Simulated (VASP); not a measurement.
# Ga3Sb (I4/mmm) in VASP: notebook, part 2 of 2

VASP 6.6.1.

## Step 4: Single point, PBE+D3(BJ) (21.71 Å³/atom)

This run uses another cell than the first one, of 21.71 Å³/atom.

The input, INCAR:

```
SYSTEM = Ga3Sb
ALGO     = Fast           ! electronic algorithm
EDIFF    = 1E-7           ! SCF threshold, eV
ENCUT    = 520            ! plane-wave cutoff, eV
GGA      = PE             ! functional
ISIF     = 2              ! what is computed and relaxed
ISMEAR   = 0              ! smearing method
IVDW     = 12             ! dispersion correction
LASPH    = .TRUE.         ! aspherical terms in the spheres
LCHARG   = .TRUE.         ! write CHGCAR
LELF     = .TRUE.         ! ELF
LREAL    = .FALSE.        ! projectors in reciprocal space
LVHAR    = .TRUE.       
LWAVE    = .FALSE.        ! write WAVECAR
NBANDS   = 30             ! bands
NELM     = 100            ! most SCF steps
PREC     = Accurate       ! precision mode
SIGMA    = 0.15           ! smearing width, eV
```

The input, KPOINTS:

```
k-points
0
G
  14 14 14
  0 0 0
```

The input, POSCAR:

```
Ga3Sb
1.0
   -2.3466644924      2.3466644924      3.9431003466
    2.3466644924     -2.3466644924      3.9431003466
    2.3466644924      2.3466644924     -3.9431003466
Ga Sb
3 1
Direct
    0.7500000000      0.2500000000      0.5000000000
    0.2500000000      0.7500000000      0.5000000000
    0.5000000000      0.5000000000      0.0000000000
    0.0000000000      0.0000000000      0.0000000000
```

Potentials or basis: VASP PAW PBE potentials, release 64 (Ga_d, Sb).

The run is started by

```sh
$ cat potpaw_PBE.64/Ga_d/POTCAR potpaw_PBE.64/Sb/POTCAR > POTCAR
$ mpirun -np 1 vasp_std > vasp.out
```

OUTCAR:

```text
SYSTEM = Ga3Sb
   EDIFF = 1E-7
   ENCUT = 520
   GGA = PE
   ISIF = 2
   ISMEAR = 0
   IVDW = 12
   LASPH = .TRUE.
   LREAL = .FALSE.
   NELM = 100
   PREC = Accurate
 IVDW          = 12

 ion  position               nearest neighbor table
   1  0.750  0.250  0.500-   4 3.06   4 3.06   4 3.06   4 3.06
   2  0.250  0.750  0.500-   4 3.06   4 3.06   4 3.06   4 3.06
   3  0.500  0.500  0.000-   4 3.32   4 3.32   4 3.32   4 3.32
   4  0.000  0.000  0.000-   1 3.06   2 3.06   1 3.06   2 3.06   1 3.06   2 3.06   1 3.06   2 3.06
                             3 3.32   3 3.32   3 3.32   3 3.32

  LATTYP: Found a body centered tetragonal cell.
 ALAT       =     4.6933289848
 C/A-ratio  =     1.6803000000

  Lattice vectors:

 A1 = (  -2.3466644924,   2.3466644924,   3.9431003466)
 A2 = (   2.3466644924,  -2.3466644924,   3.9431003466)
 A3 = (   2.3466644924,   2.3466644924,  -3.9431003466)

Analysis of symmetry for initial positions (statically):
=====================================================================
 Subroutine PRICEL returns:
 Original cell was already a primitive cell.

[... 173 lines left out ...]

 E-fermi :   6.1780     XC(G=0): -10.5692

 val. band max:        6.1768171173   @ k =  -0.2143  -0.3571   0.0714
 cond. band min:       6.1897786658   @ k =   0.3571   0.2143   0.0714
 fundamental gap:      0.0129615485
 Fermi energy:         6.1779783229

 k-point     1 :       0.0000    0.0000    0.0000
  band No.  band energies     occupation
      1      -8.7781      2.00000
      2      -8.7555      2.00000
      3      -8.7341      2.00000
      4      -8.7341      2.00000
      5      -8.7296      2.00000
      6      -8.7149      2.00000
[... 781 lines left out ...]
     29      11.8087      0.00000
     30      13.5375      0.00000

 [... further k-points ...]

------------------------ aborting loop because EDIFF is reached ----------------------------------------

 Edisp (eV)   -1.37044

 E8    (eV) :    -0.6360

  FORCE on cell =-STRESS in cart. coord.  units (eV):
  Direction    XX          YY          ZZ          XY          YZ          ZX
  --------------------------------------------------------------------------------------
  -------------------------------------------------------------------------------------
  Total      -1.33237    -1.33237    -0.62225     0.00000    -0.00000     0.00000
  in kB     -24.57731   -24.57731   -11.47824     0.00000    -0.00000     0.00000
  external pressure =      -20.21 kB  Pullay stress =        0.00 kB

 VOLUME and BASIS-vectors are now :
 -----------------------------------------------------------------------------
  energy-cutoff  :      520.00
  volume of cell :       86.86
      direct lattice vectors                 reciprocal lattice vectors
    -2.346664492  2.346664492  3.943100347     0.000000000  0.213068379  0.126803773
     2.346664492 -2.346664492  3.943100347     0.213068379  0.000000000  0.126803773
     2.346664492  2.346664492 -3.943100347     0.213068379  0.213068379  0.000000000

 POSITION                                       TOTAL-FORCE (eV/Angst)
 -----------------------------------------------------------------------------------
      0.00000      2.34666      1.97155        -0.000000     -0.000000     -0.000000
      2.34666      0.00000      1.97155        -0.000000      0.000000      0.000000
      0.00000      0.00000      3.94310         0.000000     -0.000000     -0.000000
      0.00000      0.00000      0.00000         0.000000     -0.000000     -0.000000
 -----------------------------------------------------------------------------------
    total drift:                               -0.000000     -0.000000      0.000000

  FREE ENERGIE OF THE ION-ELECTRON SYSTEM (eV)
  ---------------------------------------------------
  free  energy   TOTEN  =       -13.9333768314 eV

  energy  without entropy=      -13.9090769315  energy(sigma->0) =      -13.92122688
```

stdout:

```text
POSCAR found type information on POSCAR GaSb
 POSCAR found :  2 types and       4 ions
 scaLAPACK will be used
 LDA part: xc-table for (Slater+PW92), standard interpolation
 POSCAR, INCAR and KPOINTS ok, starting setup
 FFT: planning ... GRIDC
 FFT: planning ... GRID_SOFT
 FFT: planning ... GRID
 WAVECAR not read
 entering main loop
WARNING in EDDRMM: call to ZHEGV failed, returncode =   8  4     29
WARNING in EDDRMM: call to ZHEGV failed, returncode =   8  4     29
WARNING in EDDRMM: call to ZHEGV failed, returncode =   8  4     28
WARNING in EDDRMM: call to ZHEGV failed, returncode =   8  4     27
WARNING in EDDRMM: call to ZHEGV failed, returncode =   8  4     29
WARNING in EDDRMM: call to ZHEGV failed, returncode =   8  4     30
WARNING in EDDRMM: call to ZHEGV failed, returncode =   8  4     29
WARNING in EDDRMM: call to ZHEGV failed, returncode =   8  4     29
WARNING in EDDRMM: call to ZHEGV failed, returncode =   8  4     27
WARNING in EDDRMM: call to ZHEGV failed, returncode =   8  4     25
```

Wall time 20 min (1 thread of Oxide Virtual Turin-like, shared host); peak memory 0.61 GiB.

What came out:

| Property | Result |
| --- | --- |
| Free energy | -13.9334 eV |
| Pressure | -2.0 GPa |
| Band gap on the k mesh | zero (bands 22 and 23 overlap by 4.18 eV) |
| Dispersion energy per atom | -0.343 eV |

Stress tensor (GPa, compression positive):
```
-2.46  0.00  0.00
 0.00 -2.46  0.00
 0.00  0.00 -1.15
```

Caveat: spin-orbit coupling is left out, which moves the levels of the heavy elements.

## Step 5: Overview

```csv
cell,further INCAR settings,gap on the mesh (eV),pressure (GPa)
"a = 5.351 Å, angles 129.0, 129.0, 75.1°, 4 atoms",ALGO = Fast; EDIFF = 1e-07; NBANDS = 30,none,-3.3
"a = 5.617 Å, angles 135.2, 135.2, 65.3°, 4 atoms",ALGO = Fast; EDIFF = 1e-06; NBANDS = 30,none,-2.1
"a = 5.154 Å, angles 125.8, 125.8, 80.2°, 4 atoms",ALGO = Fast; EDIFF = 1e-07; NBANDS = 30,none,-2.0
```

Alike in all rows: task single point; level PBE+D3(BJ); potentials or basis VASP PAW PBE potentials, release 64 (Ga_d, Sb); no spin polarisation; k mesh 14 × 14 × 14; cutoff (eV) 520; smearing gaussian 0.15 eV.

Caveats: spin-orbit coupling is left out, which moves the levels of the heavy elements; the cell stands under tension (at least some runs).

Absolute energies hang on the potentials; compare differences alone.
